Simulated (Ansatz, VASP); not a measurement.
One calculation of KCl, two programs

```xyz
2
Lattice="3.8897 0.0000 0.0000 0.0000 3.8897 0.0000 0.0000 0.0000 3.8897" Properties=species:S:1:pos:R:3 pbc="T T T"
K     0.0000    0.0000    0.0000
Cl    1.9449    1.9449    1.9449
```

Alike in both runs: task single point; functional LDA; k mesh 7 × 7 × 7; occupations fermi-dirac, width 0.05 eV; no spin polarisation.

|  | VASP | Ansatz |
| --- | --- | --- |
| version | VASP 6.6.1 | Ansatz 0.2.0 |
| potentials or method | VASP PAW LDA potentials, release 64 (K_sv, Cl) | Ansatz PAW |
| plane-wave cutoff (eV) | 520 | 420 |
| valence electrons in the cell | 16 | 16 |

|  | VASP | Ansatz | Ansatz less VASP |
| --- | --- | --- | --- |
| gap on the k mesh at the Fermi level (eV) | 4.24 | 4.23 | -0.006 |
| least direct gap on the mesh (eV) | 4.42 | 4.41 | -0.006 |
| pressure (GPa) | -3.5 | -3.5 | -0.01 |

LDA's correlation is that of Perdew and Zunger in VASP and of Perdew and Wang (1992) in Ansatz.

Noted on Ansatz's run: odd divisions of the mesh miss points on the zone boundary, where band edges often lie, so the gap on the mesh can be too wide.
